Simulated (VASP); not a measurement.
# Mo (P6/mmm) in VASP: settings compared

The runs below take Mo through single point, relaxation of cell and atoms, with PBEsol+D3(BJ), LDA, PBEsol.

All numbers are computed with VASP 6.6.1; they aren't measurements. Logs are shortened: lines on timing, memory, paths and dates and some standing lists are left out, and cuts for length are marked.

## (1) The cell of the first run

It takes space group P6/mmm (No. 191, hexagonal). The conventional cell has a = 2.718 Å, b = 2.718 Å, c = 2.461 Å, α = 90.00°, β = 90.00°, γ = 120.00°. Mo (site symmetry 6/mmm) has 8 Mo at 2.46 to 2.72 Å within 3.2 Å.

## (2) Single point, PBEsol+D3(BJ)

File INCAR:

```
SYSTEM = Mo
PREC = Accurate ; ENCUT = 520
EDIFF = 1E-7 ; ISMEAR = -1
SIGMA = 0.1 ; LREAL = .FALSE.
LASPH = .TRUE. ; NELM = 60
ALGO = Normal ; ISIF = 2
LWAVE = .FALSE. ; LCHARG = .TRUE.
GGA = PS ; IVDW = 12
LELF = .TRUE. ; LVHAR = .TRUE.
NBANDS = 13
```

File KPOINTS:

```
regular mesh
0
G
  13 13 12
  0 0 0
```

File POSCAR:

```
Mo
1.0
    2.7181860805      0.0000000000      0.0000000000
   -1.3590930402      2.3540181979      0.0000000000
    0.0000000000      0.0000000000      2.4613651211
Mo
1
Direct
    0.0000000000      0.0000000000      0.5000000000
```

Potentials or basis: VASP PAW PBE potentials, release 64 (Mo_sv).

Run with:

```console
> cat potpaw_PBE.64/Mo_sv/POTCAR > POTCAR
> mpirun -np 1 vasp_std > vasp.out
```

OUTCAR:

```text
SYSTEM = Mo
   PREC = Accurate
   ENCUT = 520
   EDIFF = 1E-7
   ISMEAR = -1
   LREAL = .FALSE.
   LASPH = .TRUE.
   NELM = 60
   ISIF = 2
   GGA = PS
   IVDW = 12
 IVDW          = 12

 ion  position               nearest neighbor table
   1  0.000  0.000  0.500-

  LATTYP: Found a hexagonal cell.
 ALAT       =     2.7181860805
 C/A-ratio  =     0.9055175210

  Lattice vectors:

 A1 = (   2.7181860805,   0.0000000000,   0.0000000000)
 A2 = (  -1.3590930402,   2.3540181979,   0.0000000000)
 A3 = (   0.0000000000,   0.0000000000,   2.4613651211)

Analysis of symmetry for initial positions (statically):
=====================================================================
 Subroutine PRICEL returns:
 Original cell was already a primitive cell.

 Routine SETGRP: Setting up the symmetry group for a
 hexagonal supercell.

 Subroutine GETGRP returns: Found 24 space group operations
 (whereof 24 operations were pure point group operations)
 out of a pool of 24 trial point group operations.

The static configuration has the point symmetry D_6h.

Analysis of symmetry for dynamics (positions and initial velocities):
=====================================================================
 Subroutine PRICEL returns:
 Original cell was already a primitive cell.

 Routine SETGRP: Setting up the symmetry group for a
 hexagonal supercell.

 Subroutine GETGRP returns: Found 24 space group operations
 (whereof 24 operations were pure point group operations)
 out of a pool of 24 trial point group operations.

The dynamic configuration has the point symmetry D_6h.

 Subroutine INISYM returns: Found 24 space group operations
 (whereof 24 operations are pure point group operations),
 and found     1 'primitive' translations

----------------------------------------------------------------------------------------

                                     Primitive cell

  volume of cell :      15.7494

  direct lattice vectors                    reciprocal lattice vectors
     2.718186081  0.000000000  0.000000000     0.367892400  0.212402776  0.000000000
    -1.359093040  2.354018198  0.000000000     0.000000000  0.424805552  0.000000000
     0.000000000  0.000000000  2.461365121     0.000000000  0.000000000  0.406278610

  length of vectors
     2.718186081  2.718186080  2.461365121     0.424805552  0.424805552  0.406278610

  position of ions in fractional coordinates (direct lattice)
     0.000000000  0.000000000  0.500000000

  ion indices of the primitive-cell ions
   primitive index   ion index
                 1           1

----------------------------------------------------------------------------------------

 KPOINTS: regular mesh

Automatic generation of k-mesh.
 Grid dimensions read from file:
 generate k-points for:   13   13   12

 Generating k-lattice:

  Cartesian coordinates                     Fractional coordinates (reciprocal lattice)
     0.028299415  0.016338675  0.000000000     0.076923077 -0.000000000  0.000000000
     0.000000000  0.032677350  0.000000000     0.000000000  0.076923077  0.000000000
     0.000000000  0.000000000  0.033856551     0.000000000  0.000000000  0.083333333

  Length of vectors
     0.032677350  0.032677350  0.033856551

  Shift w.r.t. Gamma in fractional coordinates (k-lattice)
     0.000000000  0.000000000  0.000000000

 Subroutine IBZKPT returns following result:
 ===========================================

 Found    147 irreducible k-points:

 Following reciprocal coordinates:
            Coordinates               Weight
  0.000000  0.000000  0.000000      1.000000
  0.076923 -0.000000  0.000000      6.000000
  0.153846  0.000000  0.000000      6.000000
  0.230769  0.000000  0.000000      6.000000
  0.307692  0.000000  0.000000      6.000000
  0.384615 -0.000000  0.000000      6.000000
[... 16 lines left out ...]
  0.076923 -0.000000  0.083333     12.000000
  0.153846  0.000000  0.083333     12.000000
 [... further k-points ...]
   k-points           NKPTS =    147   k-points in BZ     NKDIM =    147   number of bands    NBANDS=     13
   number of dos      NEDOS =    301   number of ions     NIONS =      1
   total plane-waves  NPLWV =   7200
   dimension x,y,z NGX =    20 NGY =   20 NGZ =   18
   dimension x,y,z NGXF=    40 NGYF=   40 NGZF=   36
   ions per type =               1
   NGX,Y,Z   is equivalent  to a cutoff of  12.23, 12.23, 12.16 a.u.
   NGXF,Y,Z  is equivalent  to a cutoff of  24.46, 24.46, 24.32 a.u.
 SYSTEM =  Mo
   PREC   = accura    normal or accurate (medium, high low for compatibility)
   ISTART =      0    job   : 0-new  1-cont  2-samecut
   ICHARG =      2    charge: 1-file 2-atom 10-const
   ISPIN  =      1    spin polarized calculation?
   LNONCOLLINEAR =      F non collinear calculations
   LSORBIT =      F    spin-orbit coupling
   LASPH  =      T    aspherical Exc in radial PAW
   ENCUT  =  520.0 eV  38.22 Ry    6.18 a.u.   5.05  5.05  4.58*2*pi/ulx,y,z
   NELM   =     60;   NELMIN=  2; NELMDL= -5     # of ELM steps
   EDIFF  = 0.1E-06   stopping-criterion for ELM
   LREAL  =      F    real-space projection
   EDIFFG = 0.1E-05   stopping-criterion for IOM
   NSW    =      0    number of steps for IOM
   IBRION =     -1    ionic relax: 0-MD 1-quasi-New 2-CG
   NFREE  =      0    steps in history (QN), initial steepest desc. (CG)
   ISIF   =      2    stress and relaxation
   ISYM   =      2    0-nonsym 1-usesym 2-fastsym
   POTIM  = 0.5000    time-step for ionic-motion
   TEBEG  =    0.0;   TEEND  =   0.0 temperature during run
   PSTRESS=    0.0 pullay stress
   NELECT =      14.0000    total number of electrons
   NUPDOWN=      -1.0000    fix difference up-down
   EMIN   =  10.00;   EMAX   =-10.00  energy-range for DOS
   EFERMI =   0.00;   METHOD = LEGACY
   ISMEAR =    -1;   SIGMA  =   0.10  broadening in eV -4-tet -1-fermi 0-gaus
   EFERMI_NEDOS =   21; number of points for ismear=-14 and -15
   IALGO  =     38    algorithm
   IMIX   =      4    mixing-type and parameters
     AMIX     =   0.40;   BMIX     =  1.00
     AMIX_MAG =   1.60;   BMIX_MAG =  1.00
  volume/ion in A,a.u.               =      15.75       106.28
  Fermi-wavevector in a.u.,A,eV,Ry     =   1.574089  2.974596 33.711901  2.477755
  Thomas-Fermi vector in A             =   2.675275
   LORBIT       =      0    0 simple, 1 ext, 2 COOP (PROOUT), +10 PAW based schemes
   GGA     = PS    functional components
   LHFCALC =     F    Hartree Fock is set to
   AEXX    =    0.0000 exact exchange contribution
   IVDW    =    12    specifies the selected vdW correction
   LEPSILON=     F    determine dielectric tensor
   LRPA    =     F    only Hartree local field effects (RPA)
 non-spin polarized calculation
  energy-cutoff  :      520.00
  volume of cell :       15.75
 maximum number of plane-waves:       435
   NGX = 11   NGY = 11   NGZ =  9

 number of electron      14.0000001 magnetization

 Free energy of the ion-electron system (eV)
  ---------------------------------------------------
  ext. energy  EPLUGINS =         0.00000000
  ---------------------------------------------------
  free energy    TOTEN  =       -10.86254415 eV

  energy without entropy =      -10.82565946  energy(sigma->0) =      -10.84410180

 E-fermi :  12.1595     XC(G=0): -13.3960

 val. band max:       12.1436506514   @ k =   0.2308   0.1538   0.4167
 cond. band min:      12.1599085536   @ k =   0.3846   0.1538   0.2500
 fundamental gap:      0.0162579022
 Fermi energy:        12.1595153553

 k-point     1 :       0.0000    0.0000    0.0000
  band No.  band energies     occupation
      1     -48.7826      2.00000
      2     -22.0158      2.00000
      3     -22.0158      2.00000
      4     -21.7334      2.00000
      5       5.2230      2.00000
      6       7.5155      2.00000
      7      11.1602      1.99991
      8      11.1602      1.99991
      9      16.7487      0.00000
     10      16.7487      0.00000
     11      24.9964      0.00000
     12      29.2137      0.00000
     13      32.8854      0.00000

 k-point     2 :       0.0769   -0.0000    0.0000
  band No.  band energies     occupation
      1     -48.7688      2.00000
      2     -22.1070      2.00000
      3     -22.0361      2.00000
      4     -21.7243      2.00000
      5       5.4635      2.00000
      6       7.6105      2.00000
      7      10.9214      1.99999
      8      11.3809      1.99917
      9      16.5062      0.00000
     10      16.7080      0.00000
     11      25.5530      0.00000
     12      29.6769      0.00000
     13      31.7861      0.00000

 k-point     3 :       0.1538    0.0000    0.0000
  band No.  band energies     occupation
      1     -48.7305      2.00000
      2     -22.3553      2.00000
      3     -22.0918      2.00000
      4     -21.6991      2.00000
      5       6.1025      2.00000
      6       7.8775      2.00000
      7      10.4052      2.00000
      8      12.0258      1.58406
      9      15.8978      0.00000
     10      16.5970      0.00000
     11      26.8968      0.00000
     12      29.8934      0.00000
     13      30.9123      0.00000
[... 305 lines left out ...]
 k-point    23 :       0.0769   -0.0000    0.0833
  band No.  band energies     occupation
      1     -48.7459      2.00000
      2     -22.0916      2.00000
      3     -22.0208      2.00000
      4     -21.8942      2.00000
      5       5.6888      2.00000
      6       7.9454      2.00000
      7      10.9858      1.99998
      8      11.4414      1.99848
      9      16.1217      0.00000
     10      16.3263      0.00000
     11      25.6935      0.00000
     12      28.4378      0.00000
     13      32.6212      0.00000

 k-point    24 :       0.1538    0.0000    0.0833
  band No.  band energies     occupation
      1     -48.7076      2.00000
      2     -22.3386      2.00000
      3     -22.0763      2.00000
      4     -21.8672      2.00000
      5       6.3314      2.00000
      6       8.1943      2.00000
      7      10.4731      2.00000
      8      12.0823      1.36813
      9      15.5056      0.00000
     10      16.2029      0.00000
     11      27.0154      0.00000
     12      29.3529      0.00000
     13      30.9326      0.00000

 [... further k-points ...]

------------------------ aborting loop because EDIFF is reached ----------------------------------------

 Edisp (eV)   -0.69943

 E8    (eV) :    -0.4870

  FORCE on cell =-STRESS in cart. coord.  units (eV):
  Direction    XX          YY          ZZ          XY          YZ          ZX
  --------------------------------------------------------------------------------------
  -------------------------------------------------------------------------------------
  Total       0.05306     0.05306     0.10480     0.00000    -0.00000     0.00000
  in kB       5.39763     5.39763    10.66090     0.00000    -0.00000     0.00000
  external pressure =        7.15 kB  Pullay stress =        0.00 kB

 VOLUME and BASIS-vectors are now :
 -----------------------------------------------------------------------------
  energy-cutoff  :      520.00
  volume of cell :       15.75
      direct lattice vectors                 reciprocal lattice vectors
     2.718186081  0.000000000  0.000000000     0.367892400  0.212402776  0.000000000
    -1.359093040  2.354018198  0.000000000     0.000000000  0.424805552  0.000000000
     0.000000000  0.000000000  2.461365121     0.000000000  0.000000000  0.406278610

 POSITION                                       TOTAL-FORCE (eV/Angst)
 -----------------------------------------------------------------------------------
      0.00000      0.00000      1.23068         0.000000      0.000000      0.000000
 -----------------------------------------------------------------------------------
    total drift:                               -0.000000      0.000000      0.000000

  FREE ENERGIE OF THE ION-ELECTRON SYSTEM (eV)
  ---------------------------------------------------
  free  energy   TOTEN  =       -11.5619777976 eV

  energy  without entropy=      -11.5250931002  energy(sigma->0) =      -11.54353545
```

It took 13 s on 1 thread of Intel Xeon 6975P-C, shared host; peak memory 0.15 GiB.

Results:

```yaml
Free_energy: -11.5620 eV
Pressure: 0.7 GPa
Band_gap_on_the_k_mesh: zero (band 7 reaches 13.08 eV, above the bottom of band 8 at 11.16 eV)
Dispersion_energy_per_atom: -0.699 eV
```

Caveat: the PAW data sets were made with another functional, which shifts forces and pressure a little; pairwise dispersion overbinds metals, which lowers pressure and volume.

## (3) Single point, LDA

This run uses another cell than the first one, of 15.92 Å³/atom, 1.011 times its volume.

File INCAR:

```
  PREC = Accurate
  ENCUT = 520
  EDIFF = 1E-6
  ISMEAR = -1
  SIGMA = 0.1
  LREAL = F
  LASPH = T
  NELM = 80
  ALGO = Normal
  ISIF = 2
  LWAVE = F
  LCHARG = F
  GGA = CA
  NBANDS = 13
```

File KPOINTS:

```
Automatic mesh
0
Gamma
  13 13 12
```

File POSCAR:

```
Mo
1.0
    2.7310687088      0.0000000000      0.0000000000
   -1.3655343544      2.3651748813      0.0000000000
    0.0000000000      0.0000000000      2.4649780810
Mo
1
Direct
    0.0000000000      0.0000000000      0.5000000000
```

Potentials or basis: VASP PAW LDA potentials, release 64 (Mo_sv).

Run with:

```console
> cat potpaw_LDA.64/Mo_sv/POTCAR > POTCAR
> mpirun -np 1 vasp_std > vasp.out
```

OUTCAR:

```text
PREC = Accurate
   ENCUT = 520
   EDIFF = 1E-6
   ISMEAR = -1
   LREAL = F
   LASPH = T
   NELM = 80
   ISIF = 2
   GGA = CA

 ion  position               nearest neighbor table
   1  0.000  0.000  0.500-

  LATTYP: Found a hexagonal cell.
 ALAT       =     2.7310687088
 C/A-ratio  =     0.9025690467

  Lattice vectors:

 A1 = (   2.7310687088,   0.0000000000,   0.0000000000)
 A2 = (  -1.3655343544,   2.3651748813,   0.0000000000)
 A3 = (   0.0000000000,   0.0000000000,   2.4649780810)

Analysis of symmetry for initial positions (statically):
=====================================================================
 Subroutine PRICEL returns:
 Original cell was already a primitive cell.

 Routine SETGRP: Setting up the symmetry group for a
 hexagonal supercell.

 Subroutine GETGRP returns: Found 24 space group operations
 (whereof 24 operations were pure point group operations)
 out of a pool of 24 trial point group operations.

The static configuration has the point symmetry D_6h.

Analysis of symmetry for dynamics (positions and initial velocities):
=====================================================================
 Subroutine PRICEL returns:
 Original cell was already a primitive cell.

 Routine SETGRP: Setting up the symmetry group for a
 hexagonal supercell.

 Subroutine GETGRP returns: Found 24 space group operations
 (whereof 24 operations were pure point group operations)
 out of a pool of 24 trial point group operations.

The dynamic configuration has the point symmetry D_6h.

 Subroutine INISYM returns: Found 24 space group operations
 (whereof 24 operations are pure point group operations),
 and found     1 'primitive' translations

----------------------------------------------------------------------------------------

                                     Primitive cell

  volume of cell :      15.9224

[... 111 lines left out ...]
   GGA     = CA    functional components
   LHFCALC =     F    Hartree Fock is set to
   AEXX    =    0.0000 exact exchange contribution
   IVDW    =     0    specifies the selected vdW correction
   LEPSILON=     F    determine dielectric tensor
   LRPA    =     F    only Hartree local field effects (RPA)
 non-spin polarized calculation
  energy-cutoff  :      520.00
  volume of cell :       15.92
 maximum number of plane-waves:       447
   NGX = 11   NGY = 11   NGZ =  9

 number of electron      14.0000001 magnetization

 Free energy of the ion-electron system (eV)
  ---------------------------------------------------
  ext. energy  EPLUGINS =         0.00000000
  ---------------------------------------------------
  free energy    TOTEN  =       -11.24658574 eV

  energy without entropy =      -11.20907160  energy(sigma->0) =      -11.22782867

 E-fermi :  11.9733     XC(G=0): -13.4072

 val. band max:       11.9712674855   @ k =   0.3077   0.0769   0.3333
 cond. band min:      11.9745905591   @ k =   0.3846  -0.0000   0.0000
 fundamental gap:      0.0033230735
 Fermi energy:        11.9732619224

 k-point     1 :       0.0000    0.0000    0.0000
  band No.  band energies     occupation
      1     -48.7048      2.00000
      2     -22.1197      2.00000
      3     -22.1197      2.00000
      4     -21.8204      2.00000
      5       5.1340      2.00000
      6       7.3959      2.00000
      7      10.9876      1.99990
      8      10.9876      1.99990
      9      16.4990      0.00000
     10      16.4990      0.00000
     11      24.8263      0.00000
     12      29.0129      0.00000
     13      32.4767      0.00000
[... 354 lines left out ...]
  band No.  band energies     occupation
      1     -48.6317      2.00000
      2     -22.4307      2.00000
      3     -22.1777      2.00000
      4     -21.9545      2.00000
      5       6.2302      2.00000
      6       8.0642      2.00000
      7      10.3198      2.00000
      8      11.8945      1.37456
      9      15.2840      0.00000
     10      15.9580      0.00000
     11      26.8008      0.00000
     12      29.1135      0.00000
     13      30.6133      0.00000

 [... further k-points ...]

------------------------ aborting loop because EDIFF is reached ----------------------------------------

  FORCE on cell =-STRESS in cart. coord.  units (eV):
  Direction    XX          YY          ZZ          XY          YZ          ZX
  --------------------------------------------------------------------------------------
  -------------------------------------------------------------------------------------
  Total        0.0929612      0.0929612      0.1372564     -0.0000000     -0.0000000      0.0000000
  in kB        9.3541321      9.3541321     13.8112948     -0.0000000     -0.0000000      0.0000000
  external PRESSURE =      10.8398530 kB  Pullay stress =       0.0000000 kB

 VOLUME and BASIS-vectors are now :
 -----------------------------------------------------------------------------
  energy-cutoff  :      520.00
  volume of cell :       15.92
      direct lattice vectors                 reciprocal lattice vectors
     2.731068709  0.000000000  0.000000000     0.366157027  0.211400858  0.000000000
    -1.365534354  2.365174881  0.000000000     0.000000000  0.422801717  0.000000000
     0.000000000  0.000000000  2.464978081     0.000000000  0.000000000  0.405683121

 POSITION                                       TOTAL-FORCE (eV/Angst)
 -----------------------------------------------------------------------------------
      0.00000      0.00000      1.23249         0.000000      0.000000      0.000000
 -----------------------------------------------------------------------------------
    total drift:                               -0.000000      0.000000      0.000000

  FREE ENERGIE OF THE ION-ELECTRON SYSTEM (eV)
  ---------------------------------------------------
  free  energy   TOTEN  =       -11.2465857399 eV

  energy  without entropy=      -11.2090715987  energy(sigma->0) =      -11.22782867
```

It took 13 s on 1 thread of Intel Xeon 6975P-C, shared host; peak memory 0.14 GiB.

Results:

```
Free energy            : -11.2466 eV
Pressure               : 1.1 GPa
Band gap on the k mesh : zero (band 7 reaches 12.93 eV, above the bottom of band 8 at 10.99 eV)
```

Stress tensor (GPa, compression positive):
```
0.94 0.00 0.00
0.00 0.94 0.00
0.00 0.00 1.38
```

Levels at points of the mesh, in eV from the Fermi level:
| k point | band 4 | band 5 | band 6 | band 7 | band 8 | band 9 | band 10 | band 11 |
| --- | --- | --- | --- | --- | --- | --- | --- | --- |
| (0.00, 0.00, 0.00) | -33.79 | -6.84 | -4.58 | -0.99 | -0.99 | 4.53 | 4.53 | 12.85 |
| (0.00, 0.00, 0.50) | -33.86 | -3.51 | 0.04 | 0.04 | 0.45 | 0.45 | 0.45 | 11.50 |

[end of part 1 of 2]
